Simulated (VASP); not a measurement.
Runs of VASP 6.6.1 on BN. The structure is that of space group Cmm2 (No. 35), or close to it. The cells are those of the table. 

| cell | gap on the mesh (eV) | pressure (GPa) | largest force (eV/Å) |
| --- | --- | --- | --- |
| a = 3.567, b = 2.508, c = 9.425 Å, angles 90.0, 90.0, 69.4°, 8 atoms | 1.77 | (a) | 2.92 |
| a = 3.567, b = 2.508, c = 9.175 Å, angles 90.0, 90.0, 69.4°, 8 atoms | 2.74 | (b) | 3.54 |
| a = 3.567, b = 2.508, c = 9.675 Å, angles 90.0, 90.0, 69.4°, 8 atoms | 1.07 | -7.4 | 3.50 |
| a = 3.567, b = 2.508, c = 14.675 Å, angles 90.0, 90.0, 69.4°, 8 atoms | none | -0.8 | 2.61 |

Alike in all rows: task single point; level PBE+D3(BJ); potentials or basis VASP PAW PBE potentials, release 64 (B, N); no spin polarisation; k mesh 7 × 9 × 3; cutoff (eV) 520; smearing gaussian 0.05 eV.

Problem. Fill in the values left out.

Solution. (a) -7.7; (b) -7.9.

Caveats: forces of over 1 eV/Å act on the atoms, so gaps and moduli don't describe the material at rest; the stress differs along the axes, from -20 to 0 GPa (at least some runs); the stress differs along the axes, from -21 to 0 GPa (at least some runs); the stress differs along the axes, from -19 to 0 GPa (at least some runs); the stress differs along the axes, from -4 to 3 GPa (at least some runs); semilocal functionals underestimate gaps, and a narrow one can read as zero (at least some runs).

A k mesh can miss the band edges.

A gap of «none» marks levels without a gap at the run's occupations.
